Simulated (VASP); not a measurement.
A run of VASP 6.6.1:

Contents of POSCAR:

```
Li2ICl
1.0
    4.0194868686     -0.0261266646      0.0000000000
   -0.0261266646      4.0194868686      0.0000000000
    0.0000000000      0.0000000000      5.5745160128
Cl Li I
1 2 1
Direct
    0.0000000000      0.0000000000      0.0000000000
    0.0000000000      0.0000000000      0.5000000000
    0.5000000000      0.5000000000      0.0000000000
    0.5000000000      0.5000000000      0.5000000000
```

File INCAR.step1:

```
  PREC = Accurate
  ENCUT = 520
  ISMEAR = 0
  SIGMA = 0.01
  LREAL = F
  LASPH = T
  NELM = 100
  NBANDS = 18
  GGA = PE
  ALGO = Normal
  EDIFF = 1E-4
  LWAVE = T
  LCHARG = F
```

The input INCAR.step2:

```
  PREC = Accurate
  ENCUT = 520
  EDIFF = 1E-6
  ISMEAR = 0
  SIGMA = 0.01
  LREAL = F
  LASPH = T
  NELM = 100
  ALGO = Normal
  ISIF = 2
  LWAVE = F
  LCHARG = F
  METAGGA = R2SCAN
  LMIXTAU = T
  NBANDS = 18
  ISTART = 1
```

KPOINTS

```
regular mesh
0
Gamma
  6 6 6
```

Potentials or basis: VASP PAW PBE potentials, release 64 (Cl, Li_sv, I).

The run is started by

```sh
$ cat potpaw_PBE.64/Cl/POTCAR potpaw_PBE.64/Li_sv/POTCAR potpaw_PBE.64/I/POTCAR > POTCAR
$ cp INCAR.step1 INCAR
$ mpirun -np 1 vasp_std > vasp.out
$ cp INCAR.step2 INCAR
$ mpirun -np 1 vasp_std > vasp.out
```

Hardware: 1 thread of AMD EPYC 9R45 96-Core Processor (Zen 5) (shared host).

Q: How long does it take, and how much memory?

A: Wall time 2.8 min on 1 thread of AMD EPYC 9R45 96-Core Processor (Zen 5) (shared host), peak memory 0.22 GiB. Counts: k points 52.
